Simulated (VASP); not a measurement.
Set up this calculation in VASP 6.6.1, as the native input.

```
Task                   : single point
Functional             : PBE
Potentials or basis    : VASP PAW PBE potentials, release 64 (Ga_d, N)
Cutoff                 : 520 eV
k mesh                 : 12 × 12 × 4
Occupations            : gaussian, width 0.01 eV
Spin                   : no spin polarisation
Dipole correction      : no
Further INCAR settings : ALGO = Normal; EDIFF = 1e-06; NBANDS = 26
```

The structure of GaN lies in POSCAR:

```
GaN
1.0
    3.1370217585      0.0000000000      0.0000000000
   -1.5685108793      2.7167405311      0.0000000000
    0.0000000000      0.0000000000      5.0961806304
Ga N
2 2
Direct
    0.3333333333      0.6666666667      0.0000000000
    0.6666666667      0.3333333333      0.5000000000
    0.3333333333      0.6666666667      0.3750000000
    0.6666666667      0.3333333333      0.8750000000
```

One way to write it, as run:

INCAR

```
SYSTEM = GaN
PREC = Accurate
ENCUT = 520
EDIFF = 1E-6
ISMEAR = 0
SIGMA = 0.01
LREAL = .False.
LASPH = .True.
NELM = 80
ALGO = Normal
ISIF = 2
LWAVE = .False.
LCHARG = .False.
GGA = PE
NBANDS = 26
```

KPOINTS

```
regular mesh
0
Gamma
  12 12 4
  0 0 0
```

Potentials or basis: VASP PAW PBE potentials, release 64 (Ga_d, N).

The run is started by

```bash
$ cat potpaw_PBE.64/Ga_d/POTCAR potpaw_PBE.64/N/POTCAR > POTCAR
$ mpirun -np 1 vasp_std > vasp.out
```

Results of the run:

```yaml
Pressure: 16.4 GPa
Largest_force: 0.146 eV/Å
Band_gap_on_the_k_mesh: 2.25 eV, direct
```

Wall time 36 s on 1 thread of AMD EPYC 9R45 96-Core Processor (Zen 5), on a shared host, peak memory 0.16 GiB.
